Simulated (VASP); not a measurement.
# InSb: elastic constants with PBE

InSb:

```
In Sb
1.0
     0.00000    3.31857    3.31857
     3.31857    0.00000    3.31857
     3.31857    3.31857    0.00000
In Sb
1 1
Direct
  0.00000 0.00000 0.00000
  0.25000 0.25000 0.25000
```

- Program: VASP 6.6.1
- Task: elastic constants
- Functional: PBE
- Potentials or basis: VASP PAW PBE potentials, release 64 (In_d, Sb)
- Cutoff: 600 eV
- k mesh: 12 × 12 × 12
- Occupations: fermi-dirac, width 0.15 eV
- Spin: no spin polarisation
- Dipole correction: no
- Ions in elastic constants: relaxed
- Further INCAR settings: ALGO = Normal; EDIFF = 1e-08; IBRION = 6; POTIM = 0.015; NSW = 1; ISIF = 3

```yaml
Elastic_constants_C11_C12_C44: 54, 28, 25 GPa
Voigt_bulk_modulus: 36 GPa
Highest_phonon_frequency_at_Γ_LO-TO_splitting_left_out: 164 cm⁻¹
```

Phonon frequencies in cm⁻¹ (negative: imaginary):
```tsv
q point	frequencies
(0.000, 0.000, 0.000)	0 0 0 164 164 164
```

Elastic tensor in Voigt notation (GPa, in the Cartesian axes of the cell as first typed):
```
54 28 28  0  0  0
28 54 28  0  0  0
28 28 54  0  0  0
 0  0  0 25  0  0
 0  0  0  0 25  0
 0  0  0  0  0 25
```

Clamped-ion elastic tensor (GPa):
```
54 28 28  0  0  0
28 54 28  0  0  0
28 28 54  0  0  0
 0  0  0 39  0  0
 0  0  0  0 39  0
 0  0  0  0  0 39
```

It took 86 min on 1 thread of Oxide Virtual Turin-like Processor (shared host), peak memory 0.99 GiB.
